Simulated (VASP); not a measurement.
# Ru (P6_3/mmc) in VASP: notebook

The runs below take Ru through single point, with PBEsol.

Program: VASP 6.6.1. These are calculated values, not measurements. Logs are shortened: lines on timing, memory, paths and dates and some standing lists are left out, and cuts for length are marked.

### Step 1. The cell of the first run

The structure is hexagonal, space group P6_3/mmc (No. 194). Conventional cell: a = 2.675 Å, b = 2.675 Å, c = 4.367 Å, α = 90.00°, β = 90.00°, γ = 120.00°. Within 3.5 Å of Ru (site symmetry -6m2) lie 12 Ru at 2.67 to 2.68 Å.

### Step 2. Single point, PBEsol (volume 13.534 Å^3 an atom, c/a of the conventional cell 1.6325)

Contents of INCAR:

```
  ALGO = Fast
  EDIFF = 1E-6
  ENCUT = 520
  GGA = PS
  ISIF = 2
  ISMEAR = 0
  LASPH = T
  LCHARG = T
  LELF = T
  LREAL = F
  LVHAR = T
  LWAVE = F
  NBANDS = 21
  NELM = 60
  PREC = Accurate
  SIGMA = 0.15
```

Contents of KPOINTS:

```
k-points
0
Gamma
  21 21 12
```

Contents of POSCAR:

```
Ru
1.0
    2.6752073485      0.0000000000      0.0000000000
   -1.3376036742      2.3167975242      0.0000000000
    0.0000000000      0.0000000000      4.3672759965
Ru
2
Direct
    0.3333333333      0.6666666667      0.2500000000
    0.6666666667      0.3333333333      0.7500000000
```

Potentials or basis: VASP PAW PBE potentials, release 64 (Ru_pv).

Run with:

```
$ cat potpaw_PBE.64/Ru_pv/POTCAR > POTCAR
$ mpirun -np 1 vasp_std > vasp.out
```

OUTCAR:

```text
EDIFF = 1E-6
   ENCUT = 520
   GGA = PS
   ISIF = 2
   ISMEAR = 0
   LASPH = T
   LREAL = F
   NELM = 60
   PREC = Accurate

 ion  position               nearest neighbor table
   1  0.333  0.667  0.250-   2 2.67   2 2.67   2 2.67   2 2.67   2 2.67   2 2.67
   2  0.667  0.333  0.750-   1 2.67   1 2.67   1 2.67   1 2.67   1 2.67   1 2.67

  LATTYP: Found a hexagonal cell.
 ALAT       =     2.6752073485
 C/A-ratio  =     1.6325000000

  Lattice vectors:

 A1 = (   2.6752073485,   0.0000000000,   0.0000000000)
 A2 = (  -1.3376036742,   2.3167975242,   0.0000000000)
 A3 = (   0.0000000000,   0.0000000000,   4.3672759965)

Analysis of symmetry for initial positions (statically):
=====================================================================
 Subroutine PRICEL returns:
 Original cell was already a primitive cell.

 Routine SETGRP: Setting up the symmetry group for a
 hexagonal supercell.

 Subroutine GETGRP returns: Found 24 space group operations
 (whereof 12 operations were pure point group operations)
 out of a pool of 24 trial point group operations.

The static configuration has the point symmetry D_3d.
 The point group associated with its full space group is D_6h.

Analysis of symmetry for dynamics (positions and initial velocities):
=====================================================================
 Subroutine PRICEL returns:
 Original cell was already a primitive cell.

 Routine SETGRP: Setting up the symmetry group for a
 hexagonal supercell.

 Subroutine GETGRP returns: Found 24 space group operations
 (whereof 12 operations were pure point group operations)
 out of a pool of 24 trial point group operations.

The dynamic configuration has the point symmetry D_3d.
 The point group associated with its full space group is D_6h.

 Subroutine INISYM returns: Found 24 space group operations
 (whereof 12 operations are pure point group operations),
 and found     1 'primitive' translations

----------------------------------------------------------------------------------------

                                     Primitive cell

  volume of cell :      27.0680

  direct lattice vectors                    reciprocal lattice vectors
     2.675207348  0.000000000  0.000000000     0.373802801  0.215815148  0.000000000
    -1.337603674  2.316797524  0.000000000     0.000000000  0.431630296  0.000000000
     0.000000000  0.000000000  4.367275997     0.000000000  0.000000000  0.228975682

  length of vectors
     2.675207348  2.675207348  4.367275997     0.431630296  0.431630296  0.228975682

  position of ions in fractional coordinates (direct lattice)
     0.333333333  0.666666667  0.250000000
     0.666666667  0.333333333  0.750000000

  ion indices of the primitive-cell ions
   primitive index   ion index
                 1           1
                 2           2

----------------------------------------------------------------------------------------

 KPOINTS: k-points

Automatic generation of k-mesh.
 Grid dimensions read from file:
 generate k-points for:   21   21   12

 Generating k-lattice:

  Cartesian coordinates                     Fractional coordinates (reciprocal lattice)
     0.017800133  0.010276912  0.000000000     0.047619048  0.000000000  0.000000000
     0.000000000  0.020553824  0.000000000     0.000000000  0.047619048  0.000000000
     0.000000000  0.000000000  0.019081307     0.000000000  0.000000000  0.083333333

  Length of vectors
     0.020553824  0.020553824  0.019081307

  Shift w.r.t. Gamma in fractional coordinates (k-lattice)
     0.000000000  0.000000000  0.000000000

 Subroutine IBZKPT returns following result:
 ===========================================

 Found    336 irreducible k-points:

 Following reciprocal coordinates:
            Coordinates               Weight
  0.000000  0.000000  0.000000      1.000000
  0.047619  0.000000  0.000000      6.000000
  0.095238  0.000000  0.000000      6.000000
  0.142857  0.000000  0.000000      6.000000
  0.190476  0.000000  0.000000      6.000000
  0.238095  0.000000  0.000000      6.000000
[... 16 lines left out ...]
  0.142857  0.095238  0.000000     12.000000
  0.190476  0.095238  0.000000     12.000000
 [... further k-points ...]
   k-points           NKPTS =    336   k-points in BZ     NKDIM =    336   number of bands    NBANDS=     21
   number of dos      NEDOS =    301   number of ions     NIONS =      2
   total plane-waves  NPLWV =  12800
   dimension x,y,z NGX =    20 NGY =   20 NGZ =   32
   dimension x,y,z NGXF=    40 NGYF=   40 NGZF=   64
   ions per type =               2
   NGX,Y,Z   is equivalent  to a cutoff of  12.43, 12.43, 12.18 a.u.
   NGXF,Y,Z  is equivalent  to a cutoff of  24.86, 24.86, 24.36 a.u.
 SYSTEM =  unknown system
   PREC   = accura    normal or accurate (medium, high low for compatibility)
   ISTART =      0    job   : 0-new  1-cont  2-samecut
   ICHARG =      2    charge: 1-file 2-atom 10-const
   ISPIN  =      1    spin polarized calculation?
   LNONCOLLINEAR =      F non collinear calculations
   LSORBIT =      F    spin-orbit coupling
   LASPH  =      T    aspherical Exc in radial PAW
   ENCUT  =  520.0 eV  38.22 Ry    6.18 a.u.   4.97  4.97  8.12*2*pi/ulx,y,z
   NELM   =     60;   NELMIN=  2; NELMDL= -5     # of ELM steps
   EDIFF  = 0.1E-05   stopping-criterion for ELM
   LREAL  =      F    real-space projection
   EDIFFG = 0.1E-04   stopping-criterion for IOM
   NSW    =      0    number of steps for IOM
   IBRION =     -1    ionic relax: 0-MD 1-quasi-New 2-CG
   NFREE  =      0    steps in history (QN), initial steepest desc. (CG)
   ISIF   =      2    stress and relaxation
   ISYM   =      2    0-nonsym 1-usesym 2-fastsym
   POTIM  = 0.5000    time-step for ionic-motion
   TEBEG  =    0.0;   TEEND  =   0.0 temperature during run
   PSTRESS=    0.0 pullay stress
   NELECT =      28.0000    total number of electrons
   NUPDOWN=      -1.0000    fix difference up-down
   EMIN   =  10.00;   EMAX   =-10.00  energy-range for DOS
   EFERMI =   0.00;   METHOD = LEGACY
   ISMEAR =     0;   SIGMA  =   0.15  broadening in eV -4-tet -1-fermi 0-gaus
   EFERMI_NEDOS =   21; number of points for ismear=-14 and -15
   IALGO  =     68    algorithm
   IMIX   =      4    mixing-type and parameters
     AMIX     =   0.40;   BMIX     =  1.00
     AMIX_MAG =   1.60;   BMIX_MAG =  1.00
  volume/ion in A,a.u.               =      13.53        91.33
  Fermi-wavevector in a.u.,A,eV,Ry     =   1.655676  3.128775 37.297165  2.741264
  Thomas-Fermi vector in A             =   2.743732
   LORBIT       =      0    0 simple, 1 ext, 2 COOP (PROOUT), +10 PAW based schemes
   GGA     = PS    functional components
   LHFCALC =     F    Hartree Fock is set to
   AEXX    =    0.0000 exact exchange contribution
   IVDW    =     0    specifies the selected vdW correction
   LEPSILON=     F    determine dielectric tensor
   LRPA    =     F    only Hartree local field effects (RPA)
 non-spin polarized calculation
 RMM-DIIS sequential band-by-band and
 Gauss-broadening in eV      SIGMA  =   0.15
  energy-cutoff  :      520.00
  volume of cell :       27.07
 maximum number of plane-waves:       756
 NGX is ok and might be reduce to    20
   NGX =  9   NGY =  9   NGZ = 17

 number of electron      28.0000006 magnetization

 Free energy of the ion-electron system (eV)
  ---------------------------------------------------
  ext. energy  EPLUGINS =         0.00000000
  ---------------------------------------------------
  free energy    TOTEN  =       -20.31276282 eV

  energy without entropy =      -20.29402836  energy(sigma->0) =      -20.30339559

 E-fermi :  12.7649     XC(G=0): -14.3012

 val. band max:       12.7619854255   @ k =   0.2381   0.0476   0.0833
 cond. band min:      12.7662266240   @ k =   0.3810   0.0952   0.4167
 fundamental gap:      0.0042411985
 Fermi energy:        12.7648726775

 k-point     1 :       0.0000    0.0000    0.0000
  band No.  band energies     occupation
      1     -30.8096      2.00000
      2     -29.8642      2.00000
      3     -29.8642      2.00000
      4     -29.7246      2.00000
      5     -29.7182      2.00000
      6     -29.7182      2.00000
[... 13 lines left out ...]
     20      23.0352      0.00000
     21      23.0616      0.00000

 k-point     2 :       0.0476    0.0000    0.0000
  band No.  band energies     occupation
      1     -30.8017      2.00000
      2     -29.8830      2.00000
      3     -29.8702      2.00000
      4     -29.7376      2.00000
      5     -29.7276      2.00000
      6     -29.7210      2.00000
[... 13 lines left out ...]
     20      23.0352      0.00000
     21      23.0607      0.00000

 k-point     3 :       0.0952    0.0000    0.0000
  band No.  band energies     occupation
      1     -30.7786      2.00000
      2     -29.9376      2.00000
      3     -29.8874      2.00000
      4     -29.7938      2.00000
      5     -29.7364      2.00000
      6     -29.7296      2.00000
[... 13 lines left out ...]
     20      23.0351      0.00000
     21      23.0582      0.00000

 k-point     4 :       0.1429    0.0000    0.0000
  band No.  band energies     occupation
      1     -30.7413      2.00000
      2     -30.0232      2.00000
      3     -29.9137      2.00000
      4     -29.8807      2.00000
      5     -29.7514      2.00000
      6     -29.7433      2.00000
[... 13 lines left out ...]
     20      23.0351      0.00000
     21      23.0548      0.00000

 k-point     5 :       0.1905    0.0000    0.0000
  band No.  band energies     occupation
      1     -30.6915      2.00000
      2     -30.1320      2.00000
      3     -29.9893      2.00000
      4     -29.9465      2.00000
      5     -29.7727      2.00000
      6     -29.7615      2.00000
[... 13 lines left out ...]
     20      23.0350      0.00000
     21      23.0512      0.00000
[... 382 lines left out ...]
     20      24.4622      0.00000
     21      25.7991      0.00000

 k-point    22 :       0.0952    0.0952    0.0000
  band No.  band energies     occupation
      1     -30.7195      2.00000
      2     -30.0557      2.00000
      3     -29.9818      2.00000
      4     -29.8803      2.00000
      5     -29.7629      2.00000
      6     -29.7605      2.00000
[... 13 lines left out ...]
     20      23.0350      0.00000
     21      23.0533      0.00000

 k-point    23 :       0.1429    0.0952    0.0000
  band No.  band energies     occupation
      1     -30.6708      2.00000
      2     -30.1483      2.00000
      3     -30.0727      2.00000
      4     -29.9266      2.00000
      5     -29.7889      2.00000
      6     -29.7819      2.00000
[... 13 lines left out ...]
     20      23.0349      0.00000
     21      23.0504      0.00000

 k-point    24 :       0.1905    0.0952    0.0000
  band No.  band energies     occupation
      1     -30.6122      2.00000
      2     -30.2587      2.00000
      3     -30.1698      2.00000
      4     -29.9771      2.00000
      5     -29.8162      2.00000
      6     -29.8097      2.00000
[... 13 lines left out ...]
     20      23.0348      0.00000
     21      23.0479      0.00000

 [... further k-points ...]

------------------------ aborting loop because EDIFF is reached ----------------------------------------

  FORCE on cell =-STRESS in cart. coord.  units (eV):
  Direction    XX          YY          ZZ          XY          YZ          ZX
  --------------------------------------------------------------------------------------
  -------------------------------------------------------------------------------------
  Total       -0.0129973     -0.0129973     -2.6972251     -0.0000000      0.0000000      0.0000000
  in kB       -0.7693180     -0.7693180   -159.6509855     -0.0000000      0.0000000      0.0000000
  external PRESSURE =     -53.7298739 kB  Pullay stress =       0.0000000 kB

 VOLUME and BASIS-vectors are now :
 -----------------------------------------------------------------------------
  energy-cutoff  :      520.00
  volume of cell :       27.07
      direct lattice vectors                 reciprocal lattice vectors
     2.675207348  0.000000000  0.000000000     0.373802801  0.215815148  0.000000000
    -1.337603674  2.316797524  0.000000000     0.000000000  0.431630296  0.000000000
     0.000000000  0.000000000  4.367275997     0.000000000  0.000000000  0.228975682

 POSITION                                       TOTAL-FORCE (eV/Angst)
 -----------------------------------------------------------------------------------
     -0.00000      1.54453      1.09182         0.000000     -0.000000      0.000000
      1.33760      0.77227      3.27546        -0.000000      0.000000      0.000000
 -----------------------------------------------------------------------------------
    total drift:                               -0.000000      0.000000     -0.000000

  FREE ENERGIE OF THE ION-ELECTRON SYSTEM (eV)
  ---------------------------------------------------
  free  energy   TOTEN  =       -20.3127628231 eV

  energy  without entropy=      -20.2940283560  energy(sigma->0) =      -20.30339559
```

It took 2.8 min on 1 thread of AMD EPYC 7R43 (Zen 3), shared host; peak memory 0.21 GiB.

What came out:

```
Free energy            : -20.3128 eV
Pressure               : -5.4 GPa
Band gap on the k mesh : zero (band 14 reaches 14.40 eV, above the bottom of band 15 at 11.27 eV)
```

Stress tensor (GPa, compression positive):
```
 -0.08   0.00   0.00
  0.00  -0.08   0.00
  0.00   0.00 -15.97
```

Caveat: the PAW data sets were made with another functional, which shifts forces and pressure a little.

### Step 3. Single point, PBEsol (volume 13.747 Å^3 an atom, c/a of the conventional cell 1.5311)

Contents of INCAR:

```
SYSTEM = Ru
ALGO = Fast ; EDIFF = 1E-7
ENCUT = 520 ; GGA = PS
ISIF = 2 ; ISMEAR = 0
LASPH = .True. ; LCHARG = .False.
LREAL = .False. ; LWAVE = .False.
NBANDS = 21 ; NELM = 60
PREC = Accurate ; SIGMA = 0.15
```

Contents of KPOINTS:

```
k-points
0
Gamma
  21 21 12
  0 0 0
```

Contents of POSCAR:

```
Ru
1.0
    2.7472693864      0.0000000000      0.0000000000
   -1.3736346932      2.3792050797      0.0000000000
    0.0000000000      0.0000000000      4.2063441575
Ru
2
Direct
    0.3333333333      0.6666666667      0.2500000000
    0.6666666667      0.3333333333      0.7500000000
```

Potentials or basis: VASP PAW PBE potentials, release 64 (Ru_pv).

Run with:

```
$ cat potpaw_PBE.64/Ru_pv/POTCAR > POTCAR
$ mpirun -np 1 vasp_std > vasp.out
```

Wall time 2.8 min (1 thread of Intel Xeon Platinum 8259CL at 2.50GHz (Skylake/Cascade Lake), shared host); peak memory 0.25 GiB.

Results (log left out):

* Free energy: -20.3025 eV
* Pressure: -9.5 GPa
* Band gap on the k mesh: zero (band 14 reaches 13.88 eV, above the bottom of band 15 at 10.81 eV)

Stress tensor (GPa, compression positive):
```
-13.62   0.00   0.00
  0.00 -13.62   0.00
  0.00   0.00  -1.22
```

Levels at points of the mesh, in eV from the Fermi level:
```csv
k point,band 11,band 12,band 13,band 14,band 15,band 16,band 17,band 18
"(0.00, 0.00, 0.00)",-2.09,-1.86,-1.86,-1.63,-1.63,1.15,1.15,1.59
"(0.00, 0.00, 0.50)",-2.86,-2.86,-2.54,-2.54,0.56,0.56,0.56,0.56
```

Caveat: the PAW data sets were made with another functional, which shifts forces and pressure a little.

[end of part 1 of 2]
